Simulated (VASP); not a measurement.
# B: single point with LDA

B:

```
CELL_PARAMETERS angstrom
1.71854 0.00000 0.00000
-0.85927 1.48830 0.00000
0.00000 0.00000 14.05494
ATOMIC_POSITIONS crystal
B 0.00000 0.00000 0.00000
B 0.00000 0.00000 0.50000
B 0.33333 0.66667 0.25000
B 0.66667 0.33333 0.75000
```

This cell differs from its parent crystal: volume scaled by 1.04.

| Item | Value |
| --- | --- |
| Program | VASP 6.6.1 |
| Task | single point |
| Functional | LDA |
| Potentials or basis | VASP PAW LDA potentials, release 64 (B) |
| Cutoff | 520 eV |
| k mesh | 24 × 24 × 3 |
| Occupations | fermi-dirac, width 0.1 eV |
| Spin | no spin polarisation |
| Dipole correction | no |
| Further INCAR settings | ALGO = Normal; EDIFF = 1e-06; NBANDS = 14 |

The pressure is -7.8 GPa. The band gap on the k mesh is zero (band 6 reaches 8.73 eV, above the bottom of band 7 at -2.14 eV).

Stress tensor (GPa, compression positive):
```
-11.18   0.00   0.00
  0.00 -11.18   0.00
  0.00   0.00  -0.90
```

Levels at points of the mesh, in eV from the Fermi level:
```csv
k point,band 4,band 5,band 6,band 7,band 8,band 9,band 10,band 11
"(0.00, 0.00, 0.00)",-16.45,-8.67,-7.63,-7.63,-6.31,2.46,5.37,5.37
"(0.50, 0.00, 0.00)",-8.64,1.21,1.34,1.35,1.50,5.17,5.47,5.52
```

Wall time 30 s on 1 thread of AMD EPYC 9R45 96-Core Processor (Zen 5), on a shared host, peak memory 0.13 GiB.
